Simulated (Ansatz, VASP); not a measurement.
# Mo in VASP and in Ansatz

File INCAR:

```
ALGO = Normal
EDIFF = 1E-6
ENCUT = 520
GGA = PS
ISIF = 2
ISMEAR = -1
LASPH = T
LCHARG = F
LREAL = F
LWAVE = F
NBANDS = 13
NELM = 100
PREC = Accurate
SIGMA = 0.1
```

KPOINTS

```
k-points
0
Gamma
  15 15 15
```

The input POSCAR:

```
Mo
1.0
    0.0000000000      1.9537423284      1.9537423284
    1.9537423284      0.0000000000      1.9537423284
    1.9537423284      1.9537423284      0.0000000000
Mo
1
Direct
    0.0000000000      0.0000000000      0.0000000000
```

Input for Ansatz:

```yaml
crystal:
  lattice:
    - [0.0, 1.9537423284, 1.9537423284]
    - [1.9537423284, 0.0, 1.9537423284]
    - [1.9537423284, 1.9537423284, 0.0]
  atoms:
    - { symbol: Mo, position: [0.0, 0.0, 0.0] }
hamiltonian:
  xc: pbesol
  pseudopotentials:
    kind: paw
    azcp:
      Mo: "pseudopotentials/Mo.paw.azcp"
basis:
  ecutwfc: 420
  fft_grid_basis: typed
kpoints:
  mp_grid: { grid: [15, 15, 15], shift: [0, 0, 0] }
magnetization:
  spin_polarized: false
scf:
  occupations: { method: fermi_dirac, width: 0.1 }
  lower_state_search: "off"
output:
  stress: true
```

Alike in both runs: task single point; functional PBEsol; k mesh 15 × 15 × 15; occupations fermi-dirac, width 0.1 eV; no spin polarisation.

|  | VASP | Ansatz |
| --- | --- | --- |
| version | VASP 6.6.1 | Ansatz 0.2.0 |
| potentials or method | VASP PAW PBE potentials, release 64 (Mo_sv), cutoff 520 eV | plane waves (420 eV) with PAW, scalar-relativistic |
| valence electrons in the cell | 14 | 14 |

Ansatz gave:

* pressure (GPa): 11.8

Task: What did VASP give for the same quantities?

Result: Pressure (GPa): 12.5.

VASP's potentials were made for PBE, not for PBEsol, and Ansatz warns of the same on its side.
